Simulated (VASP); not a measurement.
# InP: relaxation of cell and atoms with PBEsol+D3(BJ)

The system is InP.

```
In P
1.0
     0.00000    2.93050    2.93050
     2.93050    0.00000    2.93050
     2.93050    2.93050    0.00000
In P
1 1
Direct
  0.00000 0.00000 0.00000
  0.75000 0.75000 0.75000
```

```yaml
Program: VASP 6.6.1
Task: relaxation of cell and atoms
Functional: PBEsol
Dispersion: D3(BJ)
Potentials_or_basis: VASP PAW PBE potentials, release 64 (In_d, P)
Cutoff: 600 eV
k_mesh: 8 × 8 × 8
Occupations: fermi-dirac, width 0.05 eV
Spin: no spin polarisation
Dipole_correction: no
Further_INCAR_settings: ALGO = Normal; EDIFF = 1e-06; IBRION = 2; EDIFFG = -0.01; NSW = 60; ISIF = 3
```

```
Relaxed volume                        : 24.70 Å³/atom
Relaxed cell                          : a = 4.119 Å, b = 4.119 Å, c = 4.119 Å, α = 60.00°, β = 60.00°, γ = 60.00°
Space group after relaxing (to 0.1 Å) : F-43m (No. 216)
Energy gained by relaxing             : 1.9 meV/atom
Ionic steps                           : 3
Pressure after relaxing               : 0.0 GPa
Band gap on the k mesh                : 0.71 eV
Dispersion energy per atom            : -0.304 eV
```

The path:
```tsv
step	energy change (eV)	largest force (eV/Å)	pressure (GPa)	volume (Å³)
1	0.0000	0.0000	-1.29	50.33
2	-0.0025	0.0000	0.81	48.87
3	-0.0038	0.0000	0.02	49.40
```

Final structure:
```
In P
1.0
     0.00000    2.91231    2.91231
     2.91231    0.00000    2.91231
     2.91231    2.91231    0.00000
In P
1 1
Direct
  0.00000 0.00000 0.00000
  0.75000 0.75000 0.75000
```

Levels at points of the mesh, in eV from the valence-band top:
```tsv
k point	band 6	band 7	band 8	band 9	band 10	band 11	band 12	band 13
(0.00, 0.00, 0.00)	-11.68	0.00	0.00	0.00	0.71	4.01	4.01	4.01
(0.50, 0.00, 0.00)	-9.87	-5.90	-1.01	-1.01	1.44	4.74	4.74	6.98
(0.50, 0.50, 0.00)	-9.18	-5.90	-2.42	-2.42	1.60	2.16	9.21	9.65
```

Run time: 87 s on 1 thread of Intel Xeon 8259CL, on a shared host, peak memory 0.24 GiB.

Caveat: the PAW data sets were made with another functional, which shifts forces and pressure a little; spin-orbit coupling is left out, which moves the levels of the heavy elements. PBEsol gaps usually lie below the measured ones, often by a third to a half.
